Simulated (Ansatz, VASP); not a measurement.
# Two plane-wave programs on Ti

```
Ti
1.0
    -1.66654    1.66654    1.54460
     1.66654   -1.66654    1.54460
     1.66654    1.66654   -1.54460
Ti
1
Direct
  0.00000 0.00000 0.00000
```

Change from the starting cell: strain +0.025 along x and y, -0.050 along z, atoms carried along.

Alike in both runs: task single point; functional r2SCAN; k mesh 26 × 26 × 26; occupations gaussian, width 0.15 eV; no spin polarisation.

|  | VASP | Ansatz |
| --- | --- | --- |
| version | VASP 6.6.1 | Ansatz 0.2.0 |
| potentials or method | VASP PAW PBE potentials, release 64 (Ti_sv), cutoff 520 eV | scalar-relativistic, plane waves, PAW |
| valence electrons in the cell | 12 | 12 |

|  | VASP | Ansatz | Ansatz less VASP |
| --- | --- | --- | --- |
| gap on the k mesh at the Fermi level (eV) | none | none | - |
| pressure (GPa) | 0.7 | 0.4 | -0.31 |
| traceless stress, the component that is largest in VASP (GPa) | -1.61 | -1.61 | -0.003 |

VASP's potentials were made for PBE, not for r2SCAN. A gap of «none» marks a metal or a gap that the smearing closes. The functional is the same, so the differences come from potentials, cutoffs and numerics.
